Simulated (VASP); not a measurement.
# Ir (Fm-3m) in VASP: a series of runs

The runs below take Ir through single point, with HSE06.

Program: VASP 6.6.1. These are calculated values, not measurements. Logs are shortened: lines on timing, memory, paths and dates and some standing lists are left out, and cuts for length are marked.

### 1 The cell of the first run

Symmetry: Fm-3m, No. 225, cubic system. The conventional cell has a = 3.764 Å, b = 3.764 Å, c = 3.764 Å, α = 90.00°, β = 90.00°, γ = 90.00°. Within 3.5 Å of Ir (site symmetry m-3m) lie 12 Ir at 2.66 Å.

### 2 Single point, HSE06

File POSCAR:

```
Ir
1.0
    0.0000000000      1.8819593787      1.8819593787
    1.8819593787      0.0000000000      1.8819593787
    1.8819593787      1.8819593787      0.0000000000
Ir
1
Direct
    0.0000000000      0.0000000000      0.0000000000
```

File INCAR.step1:

```
PREC = Accurate
ENCUT = 420
EDIFF = 1E-5
ISMEAR = -1
SIGMA = 0.1
LREAL = F
LASPH = T
NELM = 120
ALGO = Normal
ISIF = 2
LWAVE = T
LCHARG = F
GGA = PE
NBANDS = 14
GGA_COMPAT = F
```

File INCAR.step2:

```
PREC = Accurate
ENCUT = 420
EDIFF = 1E-6
ISMEAR = -1
SIGMA = 0.1
LREAL = F
LASPH = T
NELM = 120
ALGO = Normal
ISIF = 2
LWAVE = F
LCHARG = F
GGA = PE
LHFCALC = T
HFSCREEN = 0.2079
PRECFOCK = Normal
ISTART = 1
NBANDS = 14
GGA_COMPAT = F
```

File KPOINTS:

```
Automatic mesh
0
Gamma
  6 6 6
```

Potentials or basis: VASP PAW PBE potentials, release 64 (Ir_sv_GW).

The run is started by

```
> cat potpaw_PBE.64/Ir_sv_GW/POTCAR > POTCAR
> cp INCAR.step1 INCAR
> mpirun -np 1 vasp_std > vasp.out
> cp INCAR.step2 INCAR
> mpirun -np 1 vasp_std > vasp.out
```

OUTCAR:

```text
PREC = Accurate
   ENCUT = 420
   EDIFF = 1E-6
   ISMEAR = -1
   LREAL = F
   LASPH = T
   NELM = 120
   ISIF = 2
   GGA = PE
   LHFCALC = T
   HFSCREEN = 0.2079
   PRECFOCK = Normal
   ISTART = 1

 ion  position               nearest neighbor table
   1  0.000  0.000  0.000-

  LATTYP: Found a face centered cubic cell.
 ALAT       =     3.7639187574

  Lattice vectors:

 A1 = (   0.0000000000,   1.8819593787,   1.8819593787)
 A2 = (   1.8819593787,   0.0000000000,   1.8819593787)
 A3 = (   1.8819593787,   1.8819593787,   0.0000000000)

Analysis of symmetry for initial positions (statically):
=====================================================================
 Subroutine PRICEL returns:
 Original cell was already a primitive cell.

 Routine SETGRP: Setting up the symmetry group for a
 face centered cubic supercell.

 Subroutine GETGRP returns: Found 48 space group operations
 (whereof 48 operations were pure point group operations)
 out of a pool of 48 trial point group operations.

The static configuration has the point symmetry O_h .

Analysis of symmetry for dynamics (positions and initial velocities):
=====================================================================
 Subroutine PRICEL returns:
 Original cell was already a primitive cell.

 Routine SETGRP: Setting up the symmetry group for a
 face centered cubic supercell.

 Subroutine GETGRP returns: Found 48 space group operations
 (whereof 48 operations were pure point group operations)
 out of a pool of 48 trial point group operations.

The dynamic configuration has the point symmetry O_h .

 Subroutine INISYM returns: Found 48 space group operations
 (whereof 48 operations are pure point group operations),
 and found     1 'primitive' translations

----------------------------------------------------------------------------------------

                                     Primitive cell

  volume of cell :      13.3309

  direct lattice vectors                    reciprocal lattice vectors
     0.000000000  1.881959379  1.881959379    -0.265680549  0.265680549  0.265680549
     1.881959379  0.000000000  1.881959379     0.265680549 -0.265680549  0.265680549
     1.881959379  1.881959379  0.000000000     0.265680549  0.265680549 -0.265680549

  length of vectors
     2.661492477  2.661492477  2.661492477     0.460172209  0.460172209  0.460172209

[... 84 lines left out ...]
   ISMEAR =    -1;   SIGMA  =   0.10  broadening in eV -4-tet -1-fermi 0-gaus
   EFERMI_NEDOS =   21; number of points for ismear=-14 and -15
   IALGO  =     38    algorithm
   IMIX   =      1    mixing-type and parameters
     AMIX     =   0.40;   BMIX     =  1.00
     AMIX_MAG =   1.60;   BMIX_MAG =  1.00
  volume/ion in A,a.u.               =      13.33        89.96
  Fermi-wavevector in a.u.,A,eV,Ry     =   1.775296  3.354824 42.881177  3.151678
  Thomas-Fermi vector in A             =   2.841118
   LORBIT       =      0    0 simple, 1 ext, 2 COOP (PROOUT), +10 PAW based schemes
   GGA     = PE    functional components
   LHFCALC =     T    Hartree Fock is set to
   PRECFOCK=normal    Normal, Fast or Accurate (Low or Medium for compatibility)
   ENCUT4O =  -1.0   cutoff for four orbital integrals eV
   NKREDX  =     1    reduce k-point grid by
   NKREDY  =     1    reduce k-point grid by
   NKREDZ  =     1    reduce k-point grid by
   AEXX    =    0.2500 exact exchange contribution
   HFSCREEN=    0.2079 screening length (either q_TF or 0.3 A-1)
   HFSCREENC=   0.2079 screening length for correlation (either q_TF or 0.3 A-1)
   ENCUTFOCK=  -1.0 apply spherical cutoff to Coloumb kernel
   IVDW    =     0    specifies the selected vdW correction
   LEPSILON=     F    determine dielectric tensor
   LRPA    =     F    only Hartree local field effects (RPA)
 non-spin polarized calculation
  energy-cutoff  :      420.00
  volume of cell :       13.33
 maximum number of plane-waves:       274
 NGX is ok and might be reduce to    18
  NGX = 14; NGY = 14; NGZ = 14

 number of electron      17.0000000 magnetization

 Free energy of the ion-electron system (eV)
  ---------------------------------------------------
  ext. energy  EPLUGINS =         0.00000000
  ---------------------------------------------------
  free energy    TOTEN  =        -9.56021279 eV

  energy without entropy =       -9.52796104  energy(sigma->0) =       -9.54408692

 E-fermi :  13.2542     XC(G=0): -12.1015

 val. band max:       13.1047145822   @ k =   0.5000   0.3333   0.1667
 cond. band min:      13.4097006445   @ k =   0.3333   0.0000   0.0000
 fundamental gap:      0.3049860623
 Fermi energy:        13.2541611609

 k-point     1 :       0.0000    0.0000    0.0000
  band No.  band energies     occupation
      1     -83.8681      2.00000
      2     -38.8223      2.00000
      3     -38.8223      2.00000
      4     -38.8223      2.00000
      5       0.8174      2.00000
      6       8.7777      2.00000
      7       8.7777      2.00000
      8       8.7777      2.00000
      9      11.8765      2.00000
     10      11.8765      2.00000
     11      28.1226      0.00000
     12      34.2159      0.00000
     13      34.2159      0.00000
     14      34.2159      0.00000
[... 241 lines left out ...]
      1     -83.7275      2.00000
      2     -39.7475      2.00000
      3     -39.4193      2.00000
      4     -39.2583      2.00000
      5       5.2204      2.00000
      6       6.0395      2.00000
      7       9.9379      2.00000
      8      12.2030      1.99995
      9      15.7294      0.00000
     10      21.7229      0.00000
     11      23.8085      0.00000
     12      25.6884      0.00000
     13      28.7342      0.00000
     14      40.4566      0.00000

------------------------ aborting loop because EDIFF is reached ----------------------------------------

  FORCE on cell =-STRESS in cart. coord.  units (eV):
  Direction    XX          YY          ZZ          XY          YZ          ZX
  --------------------------------------------------------------------------------------
  -------------------------------------------------------------------------------------
  Total        1.7116086      1.7116086      1.7116086      0.0000000      0.0000000      0.0000000
  in kB      205.7094780    205.7094780    205.7094780      0.0000000      0.0000000      0.0000000
  external PRESSURE =     205.7094780 kB  Pullay stress =       0.0000000 kB

 VOLUME and BASIS-vectors are now :
 -----------------------------------------------------------------------------
  energy-cutoff  :      420.00
  volume of cell :       13.33
      direct lattice vectors                 reciprocal lattice vectors
     0.000000000  1.881959379  1.881959379    -0.265680549  0.265680549  0.265680549
     1.881959379  0.000000000  1.881959379     0.265680549 -0.265680549  0.265680549
     1.881959379  1.881959379  0.000000000     0.265680549  0.265680549 -0.265680549

 POSITION                                       TOTAL-FORCE (eV/Angst)
 -----------------------------------------------------------------------------------
      0.00000      0.00000      0.00000         0.000000      0.000000      0.000000
 -----------------------------------------------------------------------------------
    total drift:                                0.000002      0.000002      0.000002

  FREE ENERGIE OF THE ION-ELECTRON SYSTEM (eV)
  ---------------------------------------------------
  free  energy   TOTEN  =        -9.5602127910 eV

  energy  without entropy=       -9.5279610449  energy(sigma->0) =       -9.54408692
```

OUTCAR.step1:

```text
PREC = Accurate
   ENCUT = 420
   EDIFF = 1E-5
   ISMEAR = -1
   LREAL = F
[... 477 lines left out ...]

 POSITION                                       TOTAL-FORCE (eV/Angst)
 -----------------------------------------------------------------------------------
      0.00000      0.00000      0.00000        -0.000000      0.000000      0.000000
 -----------------------------------------------------------------------------------
    total drift:                                0.000000     -0.000000      0.000000

  FREE ENERGIE OF THE ION-ELECTRON SYSTEM (eV)
  ---------------------------------------------------
  free  energy   TOTEN  =        -9.2343047698 eV

  energy  without entropy=       -9.1968907957  energy(sigma->0) =       -9.21559778
```

OSZICAR.step1:

```text
N       E                     dE             d eps       ncg     rms          rms(c)
DAV:   1     0.758825964146E+02    0.75883E+02   -0.10414E+04   504   0.109E+03
DAV:   2    -0.939429647336E+01   -0.85277E+02   -0.82053E+02   592   0.332E+02
DAV:   3    -0.102523771576E+02   -0.85808E+00   -0.85690E+00   472   0.297E+01
DAV:   4    -0.102532334092E+02   -0.85625E-03   -0.85624E-03   538   0.112E+00
DAV:   5    -0.102532346386E+02   -0.12294E-05   -0.12293E-05   400   0.387E-02    0.795E+01
DAV:   6    -0.934816594844E+01    0.90507E+00   -0.11272E+00   478   0.115E+01    0.428E+01
DAV:   7    -0.925156698888E+01    0.96599E-01   -0.43324E-01   478   0.671E+00    0.623E+00
DAV:   8    -0.923439374886E+01    0.17173E-01   -0.60593E-02   460   0.306E+00    0.351E-01
DAV:   9    -0.923435800900E+01    0.35740E-04   -0.56501E-04   478   0.254E-01    0.162E-01
DAV:  10    -0.923430636388E+01    0.51645E-04   -0.85598E-05   484   0.131E-01    0.340E-02
DAV:  11    -0.923430476984E+01    0.15940E-05   -0.43981E-06   230   0.264E-02
   1 F= -.92343048E+01 E0= -.92155978E+01  d E =-.374140E-01
```

Run time: 8.8 min. Hardware: 1 thread of Intel Xeon Platinum 8375C at 2.90GHz (Ice Lake), shared host; peak memory 0.22 GiB.

Results:

* Free energy: -9.5602 eV
* Pressure: 20.6 GPa
* Band gap on the k mesh: zero (an odd number of electrons rules out a gap without spin polarisation)

Levels at points of the mesh, in eV from the Fermi level:
```csv
k point,band 4,band 5,band 6,band 7,band 8,band 9,band 10,band 11,band 12,band 13
"(0.00, 0.00, 0.00)",-52.08,-12.44,-4.48,-4.48,-4.48,-1.38,-1.38,14.87,20.96,20.96
"(0.50, 0.00, 0.00)",-52.24,-9.31,-4.73,-4.73,-0.57,1.67,1.67,9.51,14.55,21.32
"(0.50, 0.50, 0.00)",-52.51,-9.33,-8.60,1.32,2.33,2.45,2.45,13.17,13.21,13.21
```

Caveat: the k points lie up to 0.48 Å⁻¹ apart, too coarse for converged energies and pressures of a metal; the PAW data sets were made with another functional, which shifts forces and pressure a little; spin-orbit coupling is left out, which moves the levels of the heavy elements.

### 3 Single point, HSE06

This run uses another cell than the first one, of 13.77 Å³/atom.

File POSCAR:

```
Ir
1.0
    0.0000000000      1.9021970528      1.9021970528
    1.9021970528      0.0000000000      1.9021970528
    1.9021970528      1.9021970528      0.0000000000
Ir
1
Direct
    0.0000000000      0.0000000000      0.0000000000
```

File INCAR.step1:

```
SYSTEM = Ir
PREC = Accurate
ENCUT = 420
EDIFF = 1E-5
ISMEAR = -1
SIGMA = 0.1
LREAL = .FALSE.
LASPH = .TRUE.
NELM = 120
ALGO = Normal
ISIF = 2
LWAVE = .TRUE.
GGA = PE
NBANDS = 14
GGA_COMPAT = .FALSE.
```

File INCAR.step2:

```
SYSTEM = Ir
PREC = Accurate
ENCUT = 420
EDIFF = 1E-6
ISMEAR = -1
SIGMA = 0.1
LREAL = .FALSE.
LASPH = .TRUE.
NELM = 120
ALGO = Normal
ISIF = 2
LWAVE = .FALSE.
LCHARG = .TRUE.
GGA = PE
LHFCALC = .TRUE.
HFSCREEN = 0.2079
PRECFOCK = Normal
LELF = .TRUE.
LVHAR = .TRUE.
ISTART = 1
NBANDS = 14
GGA_COMPAT = .FALSE.
```

File KPOINTS:

```
regular mesh
0
G
  6 6 6
  0 0 0
```

Potentials or basis: VASP PAW PBE potentials, release 64 (Ir_sv_GW).

The run is started by

```
> cat potpaw_PBE.64/Ir_sv_GW/POTCAR > POTCAR
> cp INCAR.step1 INCAR
> mpirun -np 1 vasp_std > vasp.out
> cp INCAR.step2 INCAR
> mpirun -np 1 vasp_std > vasp.out
```

OUTCAR:

```text
SYSTEM = Ir
   PREC = Accurate
   ENCUT = 420
   EDIFF = 1E-6
   ISMEAR = -1
   LREAL = .FALSE.
   LASPH = .TRUE.
   NELM = 120
   ISIF = 2
   GGA = PE
   LHFCALC = .TRUE.
   HFSCREEN = 0.2079
   PRECFOCK = Normal
   ISTART = 1

 ion  position               nearest neighbor table
   1  0.000  0.000  0.000-

  LATTYP: Found a face centered cubic cell.
 ALAT       =     3.8043941056

  Lattice vectors:

 A1 = (   0.0000000000,   1.9021970528,   1.9021970528)
 A2 = (   1.9021970528,   0.0000000000,   1.9021970528)
 A3 = (   1.9021970528,   1.9021970528,   0.0000000000)

Analysis of symmetry for initial positions (statically):
=====================================================================
 Subroutine PRICEL returns:
 Original cell was already a primitive cell.

 Routine SETGRP: Setting up the symmetry group for a
 face centered cubic supercell.

 Subroutine GETGRP returns: Found 48 space group operations
 (whereof 48 operations were pure point group operations)
 out of a pool of 48 trial point group operations.

The static configuration has the point symmetry O_h .

Analysis of symmetry for dynamics (positions and initial velocities):
=====================================================================
 Subroutine PRICEL returns:
 Original cell was already a primitive cell.

 Routine SETGRP: Setting up the symmetry group for a
 face centered cubic supercell.

 Subroutine GETGRP returns: Found 48 space group operations
 (whereof 48 operations were pure point group operations)
 out of a pool of 48 trial point group operations.

The dynamic configuration has the point symmetry O_h .

 Subroutine INISYM returns: Found 48 space group operations
 (whereof 48 operations are pure point group operations),
 and found     1 'primitive' translations

[... 116 lines left out ...]
   HFSCREEN=    0.2079 screening length (either q_TF or 0.3 A-1)
   HFSCREENC=   0.2079 screening length for correlation (either q_TF or 0.3 A-1)
   ENCUTFOCK=  -1.0 apply spherical cutoff to Coloumb kernel
   IVDW    =     0    specifies the selected vdW correction
   LEPSILON=     F    determine dielectric tensor
   LRPA    =     F    only Hartree local field effects (RPA)
 non-spin polarized calculation
  energy-cutoff  :      420.00
  volume of cell :       13.77
 maximum number of plane-waves:       283
 NGX is ok and might be reduce to    18
  NGX = 14; NGY = 14; NGZ = 14

 number of electron      16.9999999 magnetization

 Free energy of the ion-electron system (eV)
  ---------------------------------------------------
  ext. energy  EPLUGINS =         0.00000000
  ---------------------------------------------------
  free energy    TOTEN  =        -9.59974846 eV

  energy without entropy =       -9.56534085  energy(sigma->0) =       -9.58254465

 E-fermi :  12.6271     XC(G=0): -11.9402

 val. band max:       12.4845100606   @ k =   0.5000   0.3333   0.1667
 cond. band min:      12.7612324577   @ k =   0.3333   0.0000   0.0000
 fundamental gap:      0.2767223972
 Fermi energy:        12.6270714980

 k-point     1 :       0.0000    0.0000    0.0000
  band No.  band energies     occupation
      1     -84.4124      2.00000
      2     -39.4104      2.00000
      3     -39.4104      2.00000
      4     -39.4104      2.00000
      5       0.5404      2.00000
      6       8.3425      2.00000
      7       8.3425      2.00000
      8       8.3425      2.00000
      9      11.2796      2.00000
     10      11.2796      2.00000
     11      27.5797      0.00000
     12      33.4851      0.00000
     13      33.4851      0.00000
     14      33.4851      0.00000
[... 241 lines left out ...]
      1     -84.2904      2.00000
      2     -40.2440      2.00000
      3     -39.9492      2.00000
      4     -39.8034      2.00000
      5       4.9324      2.00000
      6       5.7156      2.00000
      7       9.4435      2.00000
      8      11.6131      1.99992
      9      14.9703      0.00000
     10      20.8424      0.00000
     11      22.8513      0.00000
     12      24.8178      0.00000
     13      27.6906      0.00000
     14      39.3408      0.00000

------------------------ aborting loop because EDIFF is reached ----------------------------------------

  FORCE on cell =-STRESS in cart. coord.  units (eV):
  Direction    XX          YY          ZZ          XY          YZ          ZX
  --------------------------------------------------------------------------------------
  -------------------------------------------------------------------------------------
  Total        0.4811710      0.4811710      0.4811710      0.0000000     -0.0000000     -0.0000000
  in kB       56.0032820     56.0032820     56.0032820      0.0000000     -0.0000000     -0.0000000
  external PRESSURE =      56.0032820 kB  Pullay stress =       0.0000000 kB

 VOLUME and BASIS-vectors are now :
 -----------------------------------------------------------------------------
  energy-cutoff  :      420.00
  volume of cell :       13.77
      direct lattice vectors                 reciprocal lattice vectors
     0.000000000  1.902197053  1.902197053    -0.262853945  0.262853945  0.262853945
     1.902197053  0.000000000  1.902197053     0.262853945 -0.262853945  0.262853945
     1.902197053  1.902197053  0.000000000     0.262853945  0.262853945 -0.262853945

 POSITION                                       TOTAL-FORCE (eV/Angst)
 -----------------------------------------------------------------------------------
      0.00000      0.00000      0.00000         0.000000      0.000000      0.000000
 -----------------------------------------------------------------------------------
    total drift:                                0.000000     -0.000000     -0.000000

  FREE ENERGIE OF THE ION-ELECTRON SYSTEM (eV)
  ---------------------------------------------------
  free  energy   TOTEN  =        -9.5997484560 eV

  energy  without entropy=       -9.5653408515  energy(sigma->0) =       -9.58254465
```

OUTCAR.step1:

```text
SYSTEM = Ir
   PREC = Accurate
   ENCUT = 420
   EDIFF = 1E-5
   ISMEAR = -1
   LREAL = .FALSE.
[... 479 lines left out ...]
 -----------------------------------------------------------------------------------
      0.00000      0.00000      0.00000         0.000000      0.000000      0.000000
 -----------------------------------------------------------------------------------
    total drift:                                0.000000     -0.000000      0.000000

  FREE ENERGIE OF THE ION-ELECTRON SYSTEM (eV)
  ---------------------------------------------------
  free  energy   TOTEN  =        -9.3144623225 eV

  energy  without entropy=       -9.2747918878  energy(sigma->0) =       -9.29462711
```

Run time: 6.1 min. Hardware: 1 thread of AMD EPYC 9R45 (Zen 5), shared host; peak memory 0.2 GiB.

Results:

```
Free energy            : -9.5997 eV
Pressure               : 5.6 GPa
Band gap on the k mesh : zero (an odd number of electrons rules out a gap without spin polarisation)
```

Levels at points of the mesh, in eV from the Fermi level:
| k point | band 5 | band 6 | band 7 | band 8 | band 9 | band 10 | band 11 | band 12 |
| --- | --- | --- | --- | --- | --- | --- | --- | --- |
| (0.00, 0.00, 0.00) | -12.09 | -4.28 | -4.28 | -4.28 | -1.35 | -1.35 | 14.95 | 20.86 |
| (0.50, 0.00, 0.00) | -8.96 | -4.53 | -4.53 | -0.51 | 1.58 | 1.58 | 9.12 | 14.62 |
| (0.50, 0.50, 0.00) | -8.94 | -8.23 | 1.22 | 2.30 | 2.32 | 2.32 | 12.65 | 13.04 |

Caveat: the k points lie up to 0.48 Å⁻¹ apart, too coarse for converged energies and pressures of a metal; the PAW data sets were made with another functional, which shifts forces and pressure a little; spin-orbit coupling is left out, which moves the levels of the heavy elements.

The gap in the log of VASP goes by the Fermi energy; the results here count the filled bands.